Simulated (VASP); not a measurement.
# W4C in VASP: relaxation of the atoms with PBE

Aim: the relaxation of the atoms of W4C with PBE.

Program: VASP 6.6.1. These are calculated values, not measurements. Logs are shortened: lines on timing, memory, paths and dates and some standing lists are left out, and cuts for length are marked.

**1. The cell of the first run**

The cell holds a slab with vacuum, 5 atoms: a = 2.855 Å, b = 4.037 Å, c = 19.457 Å, α = 90.00°, β = 90.00°, γ = 90.00°.

**2. Relaxation of the atoms, PBE**

File INCAR:

```
PREC = Accurate
ENCUT = 520
EDIFF = 1E-7
ISMEAR = 0
SIGMA = 0.1
LREAL = F
LASPH = T
NELM = 80
ALGO = Fast
ISIF = 2
LWAVE = F
LCHARG = F
LDIPOL = T
IDIPOL = 3
DIPOL = 0.5 0.5 0.355
GGA = PE
IBRION = 2
NSW = 36
EDIFFG = -0.025
```

File KPOINTS:

```
regular mesh
0
Gamma
  9 7 1
```

File POSCAR:

```
W4C
1.0
    2.8547213223      0.0000000000      0.0000000000
    0.0000000000      4.0371856107      0.0000000000
    0.0000000000      0.0000000000     19.4570327473
W C
4 1
Selective dynamics
Direct
    0.5000000000      0.5000000000      0.2055811928  F F F
    0.0000000000      0.0000000000      0.2789408195  F F F
    0.5000000000      0.5000000000      0.3513926690  F F F
    0.0000000000      0.0000000000      0.4089540708  F F F
    0.0000000000      0.0000000000      0.5312748805  F F T
```

Potentials or basis: VASP PAW PBE potentials, release 64 (W_sv, C).

The run is started by

```bash
cat potpaw_PBE.64/W_sv/POTCAR potpaw_PBE.64/C/POTCAR > POTCAR
mpirun -np 1 vasp_std > vasp.out
```

OUTCAR:

```text
PREC = Accurate
   ENCUT = 520
   EDIFF = 1E-7
   ISMEAR = 0
   LREAL = F
   LASPH = T
   NELM = 80
   ISIF = 2
   GGA = PE
   IBRION = 2
   NSW = 36
   EDIFFG = -0.025

 ion  position               nearest neighbor table
   1  0.500  0.500  0.206-   3 2.84   2 2.85   2 2.85   2 2.85   2 2.85
   2  0.000  0.000  0.279-   4 2.53   3 2.85   3 2.85   3 2.85   3 2.85   1 2.85   1 2.85   1 2.85
                             1 2.85
   3  0.500  0.500  0.351-   4 2.71   4 2.71   4 2.71   4 2.71   1 2.84   2 2.85   2 2.85   2 2.85
                             2 2.85
   4  0.000  0.000  0.409-   5 2.38   2 2.53   3 2.71   3 2.71   3 2.71   3 2.71
   5  0.000  0.000  0.531-   4 2.38

  LATTYP: Found a simple orthorhombic cell.
 ALAT       =     2.8547213223
 B/A-ratio  =     1.4142135623
 C/A-ratio  =     6.8157380531

  Lattice vectors:

 A1 = (   2.8547213223,   0.0000000000,   0.0000000000)
 A2 = (   0.0000000000,   4.0371856107,   0.0000000000)
 A3 = (   0.0000000000,   0.0000000000,  19.4570327473)

Analysis of symmetry for initial positions (statically):
=====================================================================
 Subroutine PRICEL returns:
 Original cell was already a primitive cell.

 Routine SETGRP: Setting up the symmetry group for a
 simple orthorhombic supercell.

 Subroutine GETGRP returns: Found  4 space group operations
 (whereof  4 operations were pure point group operations)
 out of a pool of  8 trial point group operations.

The static configuration has the point symmetry C_2v.

Analysis of symmetry for dynamics (positions and initial velocities):
=====================================================================
 Subroutine PRICEL returns:
 Original cell was already a primitive cell.

 Routine SETGRP: Setting up the symmetry group for a
 simple orthorhombic supercell.

 Subroutine GETGRP returns: Found  4 space group operations
 (whereof  4 operations were pure point group operations)
 out of a pool of  8 trial point group operations.

The dynamic configuration has the point symmetry C_2v.

Analysis of constrained symmetry for selective dynamics:
=====================================================================
 Subroutine PRICEL returns:
 Original cell was already a primitive cell.

 Routine SETGRP: Setting up the symmetry group for a
 simple orthorhombic supercell.

 Subroutine GETGRP returns: Found  4 space group operations
 (whereof  4 operations were pure point group operations)
 out of a pool of  8 trial point group operations.

The constrained configuration has the point symmetry C_2v.

 Subroutine INISYM returns: Found  4 space group operations
 (whereof  4 operations are pure point group operations),
 and found     1 'primitive' translations

----------------------------------------------------------------------------------------

                                     Primitive cell

  volume of cell :     224.2431

  direct lattice vectors                    reciprocal lattice vectors
     2.854721322  0.000000000  0.000000000     0.350296890  0.000000000  0.000000000
     0.000000000  4.037185611  0.000000000     0.000000000  0.247697306  0.000000000
     0.000000000  0.000000000 19.457032747     0.000000000  0.000000000  0.051395298

  length of vectors
     2.854721322  4.037185611 19.457032747     0.350296890  0.247697306  0.051395298

  position of ions in fractional coordinates (direct lattice)
     0.500000000  0.500000000  0.205581193
     0.000000000  0.000000000  0.278940820
     0.500000000  0.500000000  0.351392669
     0.000000000  0.000000000  0.408954071
     0.000000000  0.000000000  0.531274880

  ion indices of the primitive-cell ions
   primitive index   ion index
                 1           1
                 2           2
                 3           3
                 4           4
                 5           5

----------------------------------------------------------------------------------------

 KPOINTS: regular mesh

Automatic generation of k-mesh.
 Grid dimensions read from file:
 generate k-points for:    9    7    1

 Generating k-lattice:

  Cartesian coordinates                     Fractional coordinates (reciprocal lattice)
     0.038921877  0.000000000  0.000000000     0.111111111  0.000000000  0.000000000
     0.000000000  0.035385329  0.000000000     0.000000000  0.142857143  0.000000000
     0.000000000  0.000000000  0.051395298     0.000000000  0.000000000  1.000000000

  Length of vectors
     0.038921877  0.035385329  0.051395298

  Shift w.r.t. Gamma in fractional coordinates (k-lattice)
     0.000000000  0.000000000  0.000000000

 Subroutine IBZKPT returns following result:
 ===========================================

 Found     20 irreducible k-points:

 Following reciprocal coordinates:
            Coordinates               Weight
  0.000000  0.000000  0.000000      1.000000
  0.111111  0.000000  0.000000      2.000000
  0.222222  0.000000  0.000000      2.000000
  0.333333  0.000000  0.000000      2.000000
  0.444444  0.000000  0.000000      2.000000
  0.000000  0.142857  0.000000      2.000000
[... 12 lines left out ...]
  0.333333  0.428571  0.000000      4.000000
  0.444444  0.428571  0.000000      4.000000
   k-points           NKPTS =     20   k-points in BZ     NKDIM =     20   number of bands    NBANDS=     36
   number of dos      NEDOS =    301   number of ions     NIONS =      5
   total plane-waves  NPLWV = 108000
   dimension x,y,z NGX =    24 NGY =   30 NGZ =  150
   dimension x,y,z NGXF=    48 NGYF=   60 NGZF=  300
   ions per type =               4   1
   NGX,Y,Z   is equivalent  to a cutoff of  13.98, 12.35, 12.82 a.u.
   NGXF,Y,Z  is equivalent  to a cutoff of  27.95, 24.71, 25.63 a.u.
 SYSTEM =  unknown system
   PREC   = accura    normal or accurate (medium, high low for compatibility)
   ISTART =      0    job   : 0-new  1-cont  2-samecut
   ICHARG =      2    charge: 1-file 2-atom 10-const
   ISPIN  =      1    spin polarized calculation?
   LNONCOLLINEAR =      F non collinear calculations
   LSORBIT =      F    spin-orbit coupling
   LASPH  =      T    aspherical Exc in radial PAW
   ENCUT  =  520.0 eV  38.22 Ry    6.18 a.u.   5.31  7.51 36.18*2*pi/ulx,y,z
   NELM   =     80;   NELMIN=  2; NELMDL= -5     # of ELM steps
   EDIFF  = 0.1E-06   stopping-criterion for ELM
   LREAL  =      F    real-space projection
   EDIFFG = -.3E-01   stopping-criterion for IOM
   NSW    =     36    number of steps for IOM
   IBRION =      2    ionic relax: 0-MD 1-quasi-New 2-CG
   NFREE  =      1    steps in history (QN), initial steepest desc. (CG)
   ISIF   =      2    stress and relaxation
   ISYM   =      2    0-nonsym 1-usesym 2-fastsym
   POTIM  = 0.5000    time-step for ionic-motion
   TEBEG  =    0.0;   TEEND  =   0.0 temperature during run
   PSTRESS=    0.0 pullay stress
   NELECT =      60.0000    total number of electrons
   NUPDOWN=      -1.0000    fix difference up-down
   EMIN   =  10.00;   EMAX   =-10.00  energy-range for DOS
   EFERMI =   0.00;   METHOD = LEGACY
   ISMEAR =     0;   SIGMA  =   0.10  broadening in eV -4-tet -1-fermi 0-gaus
   EFERMI_NEDOS =   21; number of points for ismear=-14 and -15
   IALGO  =     68    algorithm
   IMIX   =      4    mixing-type and parameters
     AMIX     =   0.40;   BMIX     =  1.00
     AMIX_MAG =   1.60;   BMIX_MAG =  1.00
  volume/ion in A,a.u.               =      44.85       302.65
  Fermi-wavevector in a.u.,A,eV,Ry     =   1.054918  1.993507 15.141284  1.112853
  Thomas-Fermi vector in A             =   2.190097
   LORBIT       =      0    0 simple, 1 ext, 2 COOP (PROOUT), +10 PAW based schemes
   GGA     = PE    functional components
   LHFCALC =     F    Hartree Fock is set to
   AEXX    =    0.0000 exact exchange contribution
   IVDW    =     0    specifies the selected vdW correction
   LEPSILON=     F    determine dielectric tensor
   LRPA    =     F    only Hartree local field effects (RPA)
 conjugate gradient relaxation of ions
 non-spin polarized calculation
 RMM-DIIS sequential band-by-band and
 Gauss-broadening in eV      SIGMA  =   0.10
  energy-cutoff  :      520.00
  volume of cell :      224.24
 maximum number of plane-waves:      6071
 NGX is ok and might be reduce to    24
   NGX = 11   NGY = 15   NGZ = 73

--------------------------------------- Ionic step        1  -------------------------------------------

 number of electron      59.9999989 magnetization

 Free energy of the ion-electron system (eV)
  ---------------------------------------------------
  ext. energy  EPLUGINS =         0.00000000
  ---------------------------------------------------
  free energy    TOTEN  =       -49.85898903 eV

  energy without entropy =      -49.82808499  energy(sigma->0) =      -49.84353701

------------------------ aborting loop because EDIFF is reached ----------------------------------------

  FORCE on cell =-STRESS in cart. coord.  units (eV):
  Direction    XX          YY          ZZ          XY          YZ          ZX
  --------------------------------------------------------------------------------------
  -------------------------------------------------------------------------------------
  Total       -5.5969317     -1.3058619     -7.1065703      0.0000000      0.0000000      0.0000000
  in kB      -39.9890920     -9.3301532    -50.7751943      0.0000000      0.0000000      0.0000000
  external PRESSURE =     -33.3648132 kB  Pullay stress =       0.0000000 kB
[... 98 lines left out ...]
  FREE ENERGIE OF THE ION-ELECTRON SYSTEM (eV)
  ---------------------------------------------------
  free  energy   TOTEN  =       -50.8178769971 eV

  energy  without entropy=      -50.7959427329  energy(sigma->0) =      -50.80690987

 dipolmoment           0.000000      0.000000     -0.192992 electrons x Angstroem

[... ionic steps 4 to 12 ...]

--------------------------------------- Ionic step       13  -------------------------------------------

 number of electron      59.9999989 magnetization

------------------------ aborting loop because EDIFF is reached ----------------------------------------

  FORCE on cell =-STRESS in cart. coord.  units (eV):
  Direction    XX          YY          ZZ          XY          YZ          ZX
  --------------------------------------------------------------------------------------
  -------------------------------------------------------------------------------------
  Total       -2.5161080     -0.7301050      0.1299638      0.0000000      0.0000000      0.0000000
  in kB      -17.9771488     -5.2164717      0.9285685      0.0000000      0.0000000      0.0000000
  external PRESSURE =      -7.4216840 kB  Pullay stress =       0.0000000 kB
[... 63 lines left out ...]
  energy  without entropy=      -50.8970418222  energy(sigma->0) =      -50.90845378

--------------------------------------- Ionic step       15  -------------------------------------------

 number of electron      59.9999989 magnetization

 dipolmoment           0.000000      0.000000      0.176700 electrons x Angstroem

 Free energy of the ion-electron system (eV)
  ---------------------------------------------------
  ext. energy  EPLUGINS =         0.00000000
  ---------------------------------------------------
  free energy    TOTEN  =       -50.91997288 eV

  energy without entropy =      -50.89718826  energy(sigma->0) =      -50.90858057

 E-fermi :  -0.3816     XC(G=0):  -5.5224

 val. band max:       -0.3930928208   @ k =   0.3333   0.1429   0.0000
 cond. band min:      -0.3605594243   @ k =   0.3333   0.4286   0.0000
 fundamental gap:      0.0325333965
 Fermi energy:        -0.3816395668

 k-point     1 :       0.0000    0.0000    0.0000
  band No.  band energies     occupation
      1     -74.3692      2.00000
      2     -74.1710      2.00000
      3     -73.9813      2.00000
      4     -73.5614      2.00000
      5     -38.8511      2.00000
      6     -38.8155      2.00000
[... 769 lines left out ...]
     35       1.5691      0.00000
     36       2.0364      0.00000

------------------------ aborting loop because EDIFF is reached ----------------------------------------

 vacuum level on the upper side and lower side of the slab       (xc-potential included)         1.228        -1.493

  FORCE on cell =-STRESS in cart. coord.  units (eV):
  Direction    XX          YY          ZZ          XY          YZ          ZX
  --------------------------------------------------------------------------------------
  -------------------------------------------------------------------------------------
  Total       -2.4872584     -0.7078683      0.2736337      0.0000000      0.0000000      0.0000000
  in kB      -17.7710234     -5.0575941      1.9550644      0.0000000      0.0000000      0.0000000
  external PRESSURE =      -6.9578510 kB  Pullay stress =       0.0000000 kB

 VOLUME and BASIS-vectors are now :
 -----------------------------------------------------------------------------
  energy-cutoff  :      520.00
  volume of cell :      224.24
      direct lattice vectors                 reciprocal lattice vectors
     2.854721322  0.000000000  0.000000000     0.350296890  0.000000000  0.000000000
     0.000000000  4.037185611  0.000000000     0.000000000  0.247697306  0.000000000
     0.000000000  0.000000000 19.457032747     0.000000000  0.000000000  0.051395298
[... 11 lines left out ...]
  FREE ENERGIE OF THE ION-ELECTRON SYSTEM (eV)
  ---------------------------------------------------
  free  energy   TOTEN  =       -50.9199728826 eV

  energy  without entropy=      -50.8971882608  energy(sigma->0) =      -50.90858057

 reached required accuracy - stopping structural energy minimisation

 vacuum level on the upper side and lower side of the slab         6.354         3.559
```

It took 64 min on 1 thread of Oxide Virtual Turin-like, shared host; peak memory 0.38 GiB.

What came out:

```
Free energy               : -50.9200 eV
Energy gained by relaxing : 212.2 meV/atom
Ionic steps               : 15
Band gap on the k mesh    : zero (bands 30 and 31 overlap by 0.53 eV)
```

The path:
| step | energy change (eV) | largest force on free atoms (eV/Å) | pressure (GPa) |
| --- | --- | --- | --- |
| 1 | 0.0000 | 2.9801 | -3.34 |
| 2 | -0.4259 | 2.8887 | -2.96 |
| 3 | -0.9589 | 2.2602 | 0.61 |
| 4 | -0.9923 | 1.3895 | -1.60 |
| 5 | -1.0574 | 0.3564 | -0.91 |
| 6 | -1.0610 | 0.0262 | -0.67 |
| 7 | -1.0604 | 0.1491 | -0.78 |
| 8 | -1.0604 | 0.1403 | -0.78 |
| 9 | -1.0606 | 0.1119 | -0.76 |
| 10 | -1.0607 | 0.1111 | -0.76 |
| 11 | -1.0607 | 0.1084 | -0.76 |
| 12 | -1.0607 | 0.1023 | -0.75 |
| 13 | -1.0608 | 0.0891 | -0.74 |
| 14 | -1.0609 | 0.0646 | -0.73 |
| 15 | -1.0610 | 0.0144 | -0.70 |

Final structure:
```cif
data_structure
_symmetry_space_group_name_H-M 'P 1'
_symmetry_Int_Tables_number 1
_cell_length_a 2.8547
_cell_length_b 4.0372
_cell_length_c 19.4570
_cell_angle_alpha 90.000
_cell_angle_beta 90.000
_cell_angle_gamma 90.000
_cell_volume 224.24
loop_
_atom_site_label
_atom_site_type_symbol
_atom_site_fract_x
_atom_site_fract_y
_atom_site_fract_z
_atom_site_occupancy
W1 W 0.50000 0.50000 0.20558 1
W2 W 0.00000 0.00000 0.27894 1
W3 W 0.50000 0.50000 0.35139 1
W4 W 0.00000 0.00000 0.40895 1
C1 C 0.00000 0.00000 0.50675 1
```

Caveat: spin-orbit coupling is left out, which moves the levels of the heavy elements.

The gap in the log of VASP goes by the Fermi energy; the results here count the filled bands.